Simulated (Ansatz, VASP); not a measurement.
# Two plane-wave programs on Ir

POSCAR

```
Ir
1.0
    2.8614330104      0.0000000000      0.0000000000
   -1.4307165052      2.4780736782      0.0000000000
    0.0000000000      0.0000000000      4.6407816000
Ir
2
Direct
    0.6666666667      0.3333333333      0.7500000000
    0.3333333333      0.6666666667      0.2500000000
```

File INCAR.step1:

```
PREC = Accurate
ENCUT = 520
ISMEAR = 0
SIGMA = 0.15
LREAL = False
LASPH = True
NELM = 60
NBANDS = 16
GGA = PE
ALGO = Normal
EDIFF = 1E-4
LWAVE = True
LCHARG = False
```

Contents of INCAR.step2:

```
PREC = Accurate
ENCUT = 520
EDIFF = 1E-7
ISMEAR = 0
SIGMA = 0.15
LREAL = False
LASPH = True
NELM = 60
ALGO = Normal
ISIF = 2
LWAVE = False
LCHARG = False
METAGGA = R2SCAN
LMIXTAU = True
NBANDS = 16
ISTART = 1
```

Contents of KPOINTS:

```
Automatic mesh
0
Gamma
  18 18 12
```

Input for Ansatz:

```yaml
crystal:
  lattice:
    - [2.8614330104, 0.0, 0.0]
    - [-1.4307165052, 2.4780736782, 0.0]
    - [0.0, 0.0, 4.6407816]
  atoms:
    - { symbol: Ir, position: [0.6666666667, 0.3333333333, 0.75] }
    - { symbol: Ir, position: [0.3333333333, 0.6666666667, 0.25] }
basis:
  ecutwfc: 500
kpoints:
  mp_grid: { grid: [18, 18, 12] }
hamiltonian:
  xc: r2scan
scf:
  occupations: { method: gaussian, width: 0.15 }
output:
  forces: true
  stress: true
  eigenvalues: true
```

Change from the starting cell: strain +0.040 along x and y, +0.040 along z, atoms carried along.

Alike in both runs: task single point; functional r2SCAN; k mesh 18 × 18 × 12; occupations gaussian, width 0.15 eV; no spin polarisation.

```csv
,VASP,Ansatz
version,VASP 6.6.1,Ansatz 0.2.0
potentials or method,"VASP PAW PBE potentials, release 64 (Ir), cutoff 520 eV","scalar-relativistic, plane waves, PAW"
valence electrons in the cell,18,34
```

VASP gave:

| Quantity | Value |
| --- | --- |
| gap on the k mesh at the Fermi level (eV) | none |
| pressure (GPa) | -35.7 |
| traceless stress, the component that is largest in VASP (GPa) | -0.54 |

**Question.** What did Ansatz give for the same quantities?

**Answer.** gap on the k mesh at the Fermi level (eV): none; pressure (GPa): -36.9; traceless stress, the component that is largest in VASP (GPa): -0.60.

VASP's potentials were made for PBE, not for r2SCAN. A gap of «none» marks a metal or a gap that the smearing closes. Both programs put the cell under strong tension, so it lies far from rest at this level. VASP's potentials hold 18 valence electrons a cell and Ansatz's 34, so a difference there can come from the potentials and not from the codes.

Neither program's run includes spin-orbit coupling. Noted on VASP's run: the cell as given lies far from equilibrium.
